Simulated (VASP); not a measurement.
## Ti: single point with PBE

The system is Ti.

```xyz
1
Lattice="-1.6030 1.6030 1.6030 1.6030 -1.6030 1.6030 1.6030 1.6030 -1.6030" Properties=species:S:1:pos:R:3 pbc="T T T"
Ti    0.0000    0.0000    0.0000
```

This isn't the form of Ti at room conditions, which is hcp.

- Program: VASP 6.6.1
- Task: single point
- Functional: PBE
- Potentials or basis: VASP PAW PBE potentials, release 64 (Ti_sv)
- Cutoff: 520 eV
- k mesh: 22 × 22 × 22
- Occupations: gaussian, width 0.15 eV
- Spin: no spin polarisation
- Dipole correction: no
- Further INCAR settings: ALGO = Normal; EDIFF = 1e-06; NBANDS = 12

```json
{
 "Pressure": "5.0 GPa",
 "Band gap on the k mesh": "zero (bands 6 and 7 overlap by 1.69 eV)"
}
```

Levels at points of the mesh, in eV from the Fermi level:
```
           k point  band 2  band 3  band 4  band 5  band 6  band 7  band 8  band 9  band 10  band 11
(0.00, 0.00, 0.00)  -32.22  -32.22  -32.22   -6.06    1.04    1.04    1.04    2.91     2.91    17.79
(0.50, 0.00, 0.00)  -33.01  -32.47  -32.22   -2.58   -0.45    1.31    2.91    3.28     4.56     9.36
(0.50, 0.50, 0.50)  -32.76  -32.76  -32.76   -2.29   -2.29    4.18    4.18    4.18     8.82     8.82
```

Run time: 64 s on 1 thread of Intel Xeon 8259CL (shared host), peak memory 0.19 GiB.

Caveat: the cell stands under pressure.
